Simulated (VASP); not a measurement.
Runs of VASP 6.6.1 on NaF. The structure is that of space group Fm-3m (No. 225), or close to it. The cells are those of the table. 

```csv
cell,gap on the mesh (eV),pressure (GPa)
"a = 3.247, b = 3.247, c = 3.121 Å, angles 61.3, 61.3, 57.5°, 2 atoms",(b),(a)
"a = 3.368 Å, angles 60.0°, 2 atoms",5.55,-7.1
"a = 3.163, b = 3.163, c = 3.204 Å, angles 59.6, 59.6, 60.9°, 2 atoms",6.47,0.6
"a = 3.163, b = 3.163, c = 3.121 Å, angles 60.4, 60.4, 59.1°, 2 atoms",6.63,2.4
"a = 3.329, b = 3.329, c = 3.204 Å, angles 61.2, 61.2, 57.5°, 2 atoms",5.91,-4.0
```

Alike in all rows: task single point; level LDA; potentials or basis VASP PAW LDA potentials, release 64 (Na_pv, F); no spin polarisation; k mesh 8 × 8 × 8; cutoff (eV) 520; smearing gaussian 0.05 eV.

Problem. Fill in the values left out.

Solution. (a) -0.2; (b) 6.32.

